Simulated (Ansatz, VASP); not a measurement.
# Ti in VASP and in Ansatz

```
Ti
1.0
     2.95000    0.00000    0.00000
    -1.47500    2.55477    0.00000
     0.00000    0.00000    4.68600
Ti
2
Direct
  0.33333 0.66667 0.25000
  0.66667 0.33333 0.75000
```

Alike in both runs: task single point; functional PBE; k mesh 11 × 11 × 6; occupations fermi-dirac, width 0.05 eV; no spin polarisation.

|  | VASP | Ansatz |
| --- | --- | --- |
| version | VASP 6.6.1 | Ansatz 0.2.0 |
| potentials or method | VASP PAW PBE potentials, release 64 (Ti_sv), cutoff 520 eV | PAW, plane waves, scalar-relativistic |
| valence electrons in the cell | 24 | 24 |

```tsv
	VASP	Ansatz	Ansatz less VASP
pressure (GPa)	-1.9	-1.6	+0.25
traceless stress, the component that is largest in VASP (GPa)	-0.21	-0.20	+0.008
```
